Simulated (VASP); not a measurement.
# In3As3H2 in VASP: single point with PBEsol

Aim: the single point of In3As3H2 with PBEsol.

Program: VASP 6.6.1. These are calculated values, not measurements. Logs are shortened: lines on timing, memory, paths and dates and some standing lists are left out, and cuts for length are marked.

## Step 1: The cell of the first run

The cell holds a slab with vacuum, 8 atoms: a = 4.304 Å, b = 4.304 Å, c = 26.908 Å, α = 90.00°, β = 90.00°, γ = 120.00°.

## Step 2: Single point, PBEsol

File INCAR:

```
SYSTEM = In3As3H2
PREC = Accurate
ENCUT = 520
EDIFF = 1E-6
ISMEAR = 0
SIGMA = 0.1
LREAL = .FALSE.
LASPH = .TRUE.
NELM = 100
ALGO = Fast
ISIF = 2
LWAVE = .FALSE.
LCHARG = .TRUE.
LDIPOL = .TRUE.
IDIPOL = 3
DIPOL = 0.5 0.5 0.523
GGA = PS
LELF = .TRUE.
LVHAR = .TRUE.
LVACPOTAV = .TRUE.
NBANDS = 38
```

File KPOINTS:

```
regular mesh
0
G
  9 9 1
  0 0 0
```

File POSCAR:

```
In3As3H2
1.0
    4.3044884350      0.0000000000      0.0000000000
   -2.1522442175      3.7277963350      0.0000000000
    0.0000000000      0.0000000000     26.9078502021
As In H
3 3 2
Direct
    0.0000000000      0.0000000000      0.3158929434
    0.3333333333      0.6666666667      0.4465091042
    0.6621513578      0.3201532620      0.5790243833
    0.3333333333      0.6666666667      0.3485469836
    0.6667395896      0.3335457547      0.4768318374
   -0.0050577612     -0.0145630832      0.6075700919
    0.3511493005      0.6726150742      0.7137116024
    0.2547440949      0.4978189652      0.6989646935
```

Potentials or basis: VASP PAW PBE potentials, release 64 (As, In_d, H).

Command:

```console
$ cat potpaw_PBE.64/As/POTCAR potpaw_PBE.64/In_d/POTCAR potpaw_PBE.64/H/POTCAR > POTCAR
$ mpirun -np 1 vasp_std > vasp.out
```

OUTCAR:

```text
SYSTEM = In3As3H2
   PREC = Accurate
   ENCUT = 520
   EDIFF = 1E-6
   ISMEAR = 0
   LREAL = .FALSE.
   LASPH = .TRUE.
   NELM = 100
   ISIF = 2
   GGA = PS

 ion  position               nearest neighbor table
   1  0.000  0.000  0.316-   4 2.64   4 2.64   4 2.64
   2  0.333  0.667  0.447-   5 2.62   5 2.62   5 2.62   4 2.64
   3  0.662  0.320  0.579-   6 2.60   6 2.60   6 2.60   5 2.75
   4  0.333  0.667  0.349-   2 2.64   1 2.64   1 2.64   1 2.64
   5  0.667  0.334  0.477-   2 2.62   2 2.62   2 2.62   3 2.75
   6  0.995  0.985  0.608-   3 2.60   3 2.60   3 2.60
   7  0.351  0.673  0.714-   8 0.76
   8  0.255  0.498  0.699-   7 0.76

  LATTYP: Found a hexagonal cell.
 ALAT       =     4.3044884350
 C/A-ratio  =     6.2511145304

  Lattice vectors:

 A1 = (   4.3044884350,   0.0000000000,   0.0000000000)
 A2 = (  -2.1522442175,   3.7277963350,   0.0000000000)
 A3 = (   0.0000000000,   0.0000000000,  26.9078502021)

Analysis of symmetry for initial positions (statically):
=====================================================================
 Subroutine PRICEL returns:
 Original cell was already a primitive cell.

 Routine SETGRP: Setting up the symmetry group for a
 hexagonal supercell.

 Subroutine GETGRP returns: Found  1 space group operations
 (whereof  1 operations were pure point group operations)
 out of a pool of 24 trial point group operations.

The static configuration has the point symmetry C_1 .

Analysis of symmetry for dynamics (positions and initial velocities):
=====================================================================
 Subroutine PRICEL returns:
 Original cell was already a primitive cell.

 Routine SETGRP: Setting up the symmetry group for a
 hexagonal supercell.

 Subroutine GETGRP returns: Found  1 space group operations
 (whereof  1 operations were pure point group operations)
 out of a pool of 24 trial point group operations.

The dynamic configuration has the point symmetry C_1 .

 Subroutine INISYM returns: Found  1 space group operations
 (whereof  1 operations are pure point group operations),
 and found     1 'primitive' translations

----------------------------------------------------------------------------------------

                                     Primitive cell

  volume of cell :     431.7703

  direct lattice vectors                    reciprocal lattice vectors
[... 109 lines left out ...]
   PSTRESS=    0.0 pullay stress
   NELECT =      56.0000    total number of electrons
   NUPDOWN=      -1.0000    fix difference up-down
   EMIN   =  10.00;   EMAX   =-10.00  energy-range for DOS
   EFERMI =   0.00;   METHOD = LEGACY
   ISMEAR =     0;   SIGMA  =   0.10  broadening in eV -4-tet -1-fermi 0-gaus
   EFERMI_NEDOS =   21; number of points for ismear=-14 and -15
   IALGO  =     68    algorithm
   IMIX   =      4    mixing-type and parameters
     AMIX     =   0.40;   BMIX     =  1.00
     AMIX_MAG =   1.60;   BMIX_MAG =  1.00
  volume/ion in A,a.u.               =      53.97       364.22
  Fermi-wavevector in a.u.,A,eV,Ry     =   0.828680  1.565977  9.343253  0.686710
  Thomas-Fermi vector in A             =   1.941097
   LORBIT       =      0    0 simple, 1 ext, 2 COOP (PROOUT), +10 PAW based schemes
   GGA     = PS    functional components
   LHFCALC =     F    Hartree Fock is set to
   AEXX    =    0.0000 exact exchange contribution
   IVDW    =     0    specifies the selected vdW correction
   LEPSILON=     F    determine dielectric tensor
   LRPA    =     F    only Hartree local field effects (RPA)
 non-spin polarized calculation
 RMM-DIIS sequential band-by-band and
 Gauss-broadening in eV      SIGMA  =   0.10
  energy-cutoff  :      520.00
  volume of cell :      431.77
 maximum number of plane-waves:     11665
   NGX = 17   NGY = 17   NGZ =101

 dipolmoment           0.000000      0.000000      0.006027 electrons x Angstroem

 number of electron      56.0000002 magnetization

 dipolmoment           0.000000      0.000000     -0.201020 electrons x Angstroem

 Free energy of the ion-electron system (eV)
  ---------------------------------------------------
  ext. energy  EPLUGINS =         0.00000000
  ---------------------------------------------------
  free energy    TOTEN  =       -30.14375686 eV

  energy without entropy =      -30.12709919  energy(sigma->0) =      -30.13542802

 E-fermi :  -0.8247     XC(G=0):  -4.3478

 val. band max:       -0.8414532032   @ k =  -0.1111  -0.4444   0.0000
 cond. band min:      -0.8161015222   @ k =   0.2222   0.3333   0.0000
 fundamental gap:      0.0253516810
 Fermi energy:        -0.8247075239

 k-point     1 :       0.0000    0.0000    0.0000
  band No.  band energies     occupation
      1     -16.0175      2.00000
      2     -15.9418      2.00000
      3     -15.9390      2.00000
      4     -15.8490      2.00000
      5     -15.8482      2.00000
      6     -15.5590      2.00000
[... 973 lines left out ...]
     37       4.2165      0.00000
     38       4.4256      0.00000

 [... further k-points ...]

------------------------ aborting loop because EDIFF is reached ----------------------------------------

  FORCE on cell =-STRESS in cart. coord.  units (eV):
  Direction    XX          YY          ZZ          XY          YZ          ZX
  --------------------------------------------------------------------------------------
  -------------------------------------------------------------------------------------
  Total       -0.0923369     -0.1043600      1.2350709     -0.0001535      0.0001400     -0.0052730
  in kB       -0.3426361     -0.3872504      4.5829989     -0.0005695      0.0005196     -0.0195665
  external PRESSURE =       1.2843708 kB  Pullay stress =       0.0000000 kB

 VOLUME and BASIS-vectors are now :
 -----------------------------------------------------------------------------
  energy-cutoff  :      520.00
  volume of cell :      431.77
      direct lattice vectors                 reciprocal lattice vectors
     4.304488435  0.000000000  0.000000000     0.232315643  0.134127499  0.000000000
    -2.152244217  3.727796335  0.000000000     0.000000000  0.268254998  0.000000000
     0.000000000  0.000000000 26.907850202     0.000000000  0.000000000  0.037163876

 POSITION                                       TOTAL-FORCE (eV/Angst)
 -----------------------------------------------------------------------------------
      0.00000      0.00000      8.50000         0.000373      0.000413      0.024367
     -0.00000      2.48520     12.01460        -0.000511      0.003172      0.467411
      2.16117      1.19347     15.58030         0.000110     -0.000754     -0.005162
     -0.00000      2.48520      9.37865         0.000341     -0.003656     -0.504862
      2.15210      1.24339     12.83052         0.000063      0.000002      0.004879
      2.16182      3.67351     16.34841        -0.000026      0.000916      0.012131
      0.06389      2.50737     19.20444        -0.001305     -0.015980     -0.007018
      0.02512      1.85577     18.80764         0.000955      0.015888      0.008254
 -----------------------------------------------------------------------------------
    total drift:                                0.000188     -0.000090      0.000197

  FREE ENERGIE OF THE ION-ELECTRON SYSTEM (eV)
  ---------------------------------------------------
  free  energy   TOTEN  =       -30.1437568603 eV

  energy  without entropy=      -30.1270991871  energy(sigma->0) =      -30.13542802

 vacuum level on the upper side and lower side of the slab         2.580         4.847
```

It took 52 min on 1 thread of Oxide Virtual Turin-like, shared host; peak memory 0.82 GiB.

What came out:

* Free energy: -30.1438 eV
* Largest force: 0.505 eV/Å
* Band gap on the k mesh: zero (bands 28 and 29 overlap by 0.23 eV)

Forces in eV/Å, atoms in the order of the input:
```
As   0.000  0.000  0.024
As  -0.001  0.003  0.467
As   0.000 -0.001 -0.005
In   0.000 -0.004 -0.505
In   0.000  0.000  0.005
In   0.000  0.001  0.012
H   -0.001 -0.016 -0.007
H    0.001  0.016  0.008
```

Caveat: the PAW data sets were made with another functional, which shifts forces and pressure a little; spin-orbit coupling is left out, which moves the levels of the heavy elements.

The gap in the log of VASP goes by the Fermi energy; the results here count the filled bands.